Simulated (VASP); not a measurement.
SnSe2: single point with PBE

SnSe2:

```xyz
3
Lattice="3.8110 0.0000 0.0000 -1.9055 3.3004 0.0000 0.0000 0.0000 6.1360" Properties=species:S:1:pos:R:3 pbc="T T T"
Sn    0.0000    0.0000    0.0000
Se    0.0000    2.2003    1.5279
Se    1.9055    1.1501    4.6081
```

| Quantity | Value |
| --- | --- |
| Program | VASP 6.6.1 |
| Task | single point |
| Functional | PBE |
| Potentials or basis | VASP PAW PBE potentials, release 64 (Sn_d, Se) |
| Cutoff | 520 eV |
| k mesh | 6 × 6 × 4 |
| Occupations | gaussian, width 0.01 eV |
| Spin | no spin polarisation |

```json
{
  "Pressure": "5.7 GPa",
  "Largest force": "0.841 eV/Å",
  "Band gap on the k mesh": "0.81 eV, indirect (least direct gap 1.09 eV)"
}
```

Forces in eV/Å, atoms in the order of the input:
```
Sn   0.000  0.182  0.015
Se   0.000  0.038  0.796
Se   0.000 -0.220 -0.812
```

Stress tensor (GPa, compression positive):
```
5.05 0.00 0.00
0.00 5.40 0.69
0.00 0.69 6.63
```

Levels at points of the mesh, in eV from the valence-band top:
```tsv
k point	band 11	band 12	band 13	band 14	band 15	band 16
(0.00, 0.00, 0.00)	-0.39	-0.38	0.00	1.09	2.94	4.55
(0.50, 0.00, 0.00)	-2.68	-1.24	-0.32	1.16	3.78	5.46
(0.00, 0.50, 0.00)	-2.66	-1.10	-0.29	1.15	3.80	5.37
(0.00, 0.00, 0.50)	-0.72	-0.24	-0.23	2.44	2.92	4.29
(0.50, 0.00, 0.50)	-1.96	-0.83	-0.68	0.83	4.21	4.82
(0.00, 0.50, 0.50)	-2.04	-0.88	-0.68	0.95	4.35	4.89
```

It took 56 s on 1 thread of AMD EPYC 7R43 64-Core Processor (Zen 3), on a shared host, peak memory 0.19 GiB.

Caveat: spin-orbit coupling is left out, which moves the levels of the heavy elements; this functional lacks dispersion, which binds the layers, so the pressure and a relaxed spacing across them are unreliable. A k mesh can miss the band edges.
